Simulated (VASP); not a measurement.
Write the native input for VASP 6.6.1 that does the following.

* Task: single point
* Functional: PBEsol
* Potentials or basis: VASP PAW PBE potentials, release 64 (Ru_pv)
* Cutoff: 520 eV
* k mesh: 15 × 15 × 15
* Occupations: fermi-dirac, width 0.1 eV
* Spin: no spin polarisation
* Dipole correction: no
* Further INCAR settings: ALGO = Normal; EDIFF = 1e-06; NBANDS = 13

The structure of Ru lies in POSCAR:

```
Ru
1.0
    2.3500998198      0.0000000000      0.0000000000
    0.0000000000      2.3500998198      0.0000000000
    0.0000000000      0.0000000000      2.3500998198
Ru
1
Direct
    0.0000000000      0.0000000000      0.0000000000
```

This cell differs from its parent crystal: volume scaled by 0.85.

These files were run (other wordings do the same):

INCAR

```
PREC = Accurate ; ENCUT = 520
EDIFF = 1E-6 ; ISMEAR = -1
SIGMA = 0.1 ; LREAL = False
LASPH = True ; NELM = 60
ALGO = Normal ; ISIF = 2
LWAVE = False ; LCHARG = True
GGA = PS ; LELF = True
LVHAR = True ; NBANDS = 13
```

KPOINTS

```
regular mesh
0
Gamma
  15 15 15
```

Potentials or basis: VASP PAW PBE potentials, release 64 (Ru_pv).

Command:

```bash
$ cat potpaw_PBE.64/Ru_pv/POTCAR > POTCAR
$ mpirun -np 1 vasp_std > vasp.out
```

It gave:

- Pressure: 59.5 GPa
- Band gap on the k mesh: zero (band 7 reaches 18.66 eV, above the bottom of band 8 at 12.50 eV)

Caveat: the PAW data sets were made with another functional, which shifts forces and pressure a little.

Wall time 6 s on 1 thread of Intel(R) Xeon(R) 6975P-C (Granite Rapids) (shared host), peak memory 0.13 GiB.
